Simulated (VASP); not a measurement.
A run of VASP 6.6.1 is set up as follows.

The input INCAR:

```
SYSTEM = NbC2
ALGO = Normal
EDIFF = 1E-7
EDIFFG = -0.01
ENCUT = 600
GGA = PE
IBRION = 2
ISIF = 3
ISMEAR = 0
LASPH = .True.
LCHARG = .False.
LREAL = .False.
LWAVE = .False.
NELM = 80
NSW = 100
PREC = Accurate
SIGMA = 0.1
```

KPOINTS

```
k-points
0
Gamma
  8 8 8
  0 0 0
```

File POSCAR:

```
NbC2
1.0
    4.6683757876      0.0000000000      0.0000000000
    0.0000000000      4.6683757876      0.0000000000
    0.0000000000      0.0000000000      4.6683757876
Nb C
2 4
Direct
    0.0000000000      0.0000000000      0.0000000000
    0.5000000000      0.5000000000      0.5000000000
    0.7500000000      0.7500000000      0.7500000000
    0.2500000000      0.2500000000      0.7500000000
    0.2500000000      0.7500000000      0.2500000000
    0.7500000000      0.2500000000      0.2500000000
```

Potentials or basis: VASP PAW PBE potentials, release 64 (Nb_sv, C).

Command:

```bash
$ cat potpaw_PBE.64/Nb_sv/POTCAR potpaw_PBE.64/C/POTCAR > POTCAR
$ mpirun -np 1 vasp_std > vasp.out
```

Problem. Predict the relaxed cell.

Solution. a = 4.664 Å, b = 4.664 Å, c = 4.664 Å, α = 90.00°, β = 90.00°, γ = 90.00°.

Problem. Predict the band gap on the k mesh.

Solution. Zero (bands 21 and 22 overlap by 1.14 eV).

Problem. Estimate the space group after relaxing (to 0.1 Å).

Solution. Pn-3m (No. 224).

Problem. Predict the relaxed volume.

Solution. 16.91 Å³/atom.

Final structure:
```yaml
crystal:
  lattice:
    - [4.66429, 0.00000, 0.00000]
    - [0.00000, 4.66429, 0.00000]
    - [0.00000, 0.00000, 4.66429]
  atoms:
    - { symbol: Nb, position: [0.00000, 0.00000, 0.00000] }
    - { symbol: Nb, position: [0.50000, 0.50000, 0.50000] }
    - { symbol: C, position: [0.75000, 0.75000, 0.75000] }
    - { symbol: C, position: [0.25000, 0.25000, 0.75000] }
    - { symbol: C, position: [0.25000, 0.75000, 0.25000] }
    - { symbol: C, position: [0.75000, 0.25000, 0.25000] }
```
